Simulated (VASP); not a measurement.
# PtSe: single point with PBE

The system is PtSe, a sheet with vacuum.

```
Pt Se
1.0
     3.85121    0.00000    0.00000
    -1.92560    3.33524    0.00000
     0.00000    0.00000   26.40657
Pt Se
1 1
Direct
  0.00000 0.00000 0.31951
  0.66667 0.33333 0.28640
```

* Program: VASP 6.6.1
* Task: single point
* Functional: PBE
* Potentials or basis: VASP PAW PBE potentials, release 64 (Pt, Se)
* Cutoff: 520 eV
* k mesh: 18 × 18 × 1
* Occupations: gaussian, width 0.1 eV
* Spin: no spin polarisation
* Dipole correction: yes
* Further INCAR settings: ALGO = Normal; EDIFF = 1e-06; NBANDS = 15

The largest force is 0.029 eV/Å and the band gap on the k mesh is zero (band 8 reaches -1.52 eV, above the bottom of band 9 at -3.95 eV).

Forces on the atoms (eV/Å):
```
Pt   0.000  0.000  0.029
Se   0.000  0.000 -0.029
```

Levels at points of the mesh, in eV from the Fermi level:
```
           k point  band 6  band 7  band 8  band 9  band 10  band 11
(0.00, 0.00, 0.00)   -2.70   -1.54    2.03    2.03     2.04     4.02
(0.50, 0.00, 0.00)   -2.48   -2.41   -1.14    0.10     2.79     5.37
```

It took 4.9 min on 1 thread of AMD EPYC 7R13 Processor (Zen 3), on a shared host, peak memory 0.54 GiB.

Caveat: spin-orbit coupling is left out, which moves the levels of the heavy elements.
